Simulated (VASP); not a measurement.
Write the native input for VASP 6.6.1 that does the following.

```
Task                   : single point
Functional             : PBEsol
Potentials or basis    : VASP PAW PBE potentials, release 64 (Te, Ti_sv)
Cutoff                 : 520 eV
k mesh                 : 8 × 8 × 4
Occupations            : fermi-dirac, width 0.05 eV
Spin                   : no spin polarisation
Dipole correction      : no
Further INCAR settings : ALGO = Normal; EDIFF = 1e-07; NBANDS = 19
```

The structure of TiTe2 lies in POSCAR:

```
TiTe2
1.0
    3.7516502429      0.0000000000      0.0000000000
   -1.8758251215      3.2490244165      0.0000000000
    0.0000000000      0.0000000000      6.4543879477
Te Ti
2 1
Direct
    0.3333333333      0.6666666667      0.7372000000
    0.6666666667      0.3333333333      0.2628000000
    0.0000000000      0.0000000000      0.0000000000
```

This cell differs from its parent crystal: volume scaled by 0.98.

These files were run (other wordings do the same):

INCAR

```
SYSTEM = TiTe2
PREC = Accurate
ENCUT = 520
EDIFF = 1E-7
ISMEAR = -1
SIGMA = 0.05
LREAL = .False.
LASPH = .True.
NELM = 80
ALGO = Normal
ISIF = 2
LWAVE = .False.
LCHARG = .True.
GGA = PS
LELF = .True.
LVHAR = .True.
NBANDS = 19
```

KPOINTS

```
Automatic mesh
0
Gamma
  8 8 4
  0 0 0
```

Potentials or basis: VASP PAW PBE potentials, release 64 (Te, Ti_sv).

Command:

```sh
$ cat potpaw_PBE.64/Te/POTCAR potpaw_PBE.64/Ti_sv/POTCAR > POTCAR
$ mpirun -np 1 vasp_std > vasp.out
```

It gave:

- Pressure: -1.0 GPa
- Largest force: 0.062 eV/Å
- Band gap on the k mesh: zero (band 12 reaches 7.32 eV, above the bottom of band 13 at 6.60 eV)

Caveat: the PAW data sets were made with another functional, which shifts forces and pressure a little; spin-orbit coupling is left out, which moves the levels of the heavy elements; this functional lacks dispersion, which binds the layers, so the pressure and a relaxed spacing across them are unreliable.

It took 66 s on 1 thread of Intel(R) Xeon(R) Platinum 8488C (Sapphire Rapids), on a shared host, peak memory 0.21 GiB.
